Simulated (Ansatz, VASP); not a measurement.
# Li3LaCd2: VASP beside Ansatz

```
CELL_PARAMETERS angstrom
4.82421 0.00000 0.00000
-2.41210 4.17789 0.00000
0.00000 0.00000 6.98637
ATOMIC_POSITIONS crystal
Li 0.33333 0.66667 0.66650
Li 0.66667 0.33333 0.33350
Li 0.00000 0.00000 0.50000
La 0.00000 0.00000 0.00000
Cd 0.33333 0.66667 0.27080
Cd 0.66667 0.33333 0.72920
```

Alike in both runs: functional r2SCAN; k mesh 5 × 5 × 3; occupations gaussian, width 0.15 eV; no spin polarisation.

Ansatz relaxed the structure, and its values are those at the end. VASP's run is a single point on that final structure, the one shown.

|  | VASP | Ansatz |
| --- | --- | --- |
| version | VASP 6.6.1 | Ansatz 0.2.0 |
| potentials or method | VASP PAW PBE potentials, release 64 (Li_sv, La, Cd), cutoff 520 eV | PAW plane waves |
| valence electrons in the cell | 44 | 60 |

```tsv
	VASP	Ansatz	Ansatz less VASP
gap on the k mesh at the Fermi level (eV)	none	none	-
rms of the force components (eV/Å)	0.026	0.001	-0.0252
```

VASP's potentials were made for PBE, not for r2SCAN. A gap of «none» marks a metal or a gap that the smearing closes. VASP's potentials hold 44 valence electrons a cell and Ansatz's 60, so a difference there can come from the potentials and not from the codes. Ansatz's warnings: structure snapped to symmetry.

Spin-orbit coupling is off throughout. Noted on VASP's run: the cutoff is short for stress, so the pressure is rough.
